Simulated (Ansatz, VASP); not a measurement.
## NiO2: VASP beside Ansatz

```
Ni O
1.0
     2.80281    0.00000    0.00000
    -1.40141    2.42731    0.00000
     0.00000    0.00000    4.90604
Ni O
1 2
Direct
  0.00000 0.00000 0.50000
  0.66667 0.33333 0.66252
  0.33333 0.66667 0.33748
```

Alike in both runs: task single point; functional PBEsol; k mesh 12 × 12 × 6; occupations gaussian, width 0.05 eV; no spin polarisation.

```csv
,VASP,Ansatz
version,VASP 6.6.1,Ansatz 0.2.0
potentials or method,"VASP PAW PBE potentials, release 64 (Ni, O), cutoff 520 eV","scalar-relativistic, plane waves, PAW"
valence electrons in the cell,22,30
```

Ansatz gave:

```
gap on the k mesh at the Fermi level (eV)                     : 0.98
least direct gap on the mesh (eV)                             : 1.47
pressure (GPa)                                                : 17.8
traceless stress, the component that is largest in VASP (GPa) : 2.54
rms of the force components (eV/Å)                            : 1.253
```

Q: Estimate VASP's values.

A: gap on the k mesh at the Fermi level (eV): 0.96; least direct gap on the mesh (eV): 1.42; pressure (GPa): 18.5; traceless stress, the component that is largest in VASP (GPa): 1.83; rms of the force components (eV/Å): 1.274.

VASP's potentials were made for PBE, not for PBEsol. Atom by atom the forces differ by 0.021 eV/Å (rms over components). VASP's potentials hold 22 valence electrons a cell and Ansatz's 30, so a difference there can come from the potentials and not from the codes.
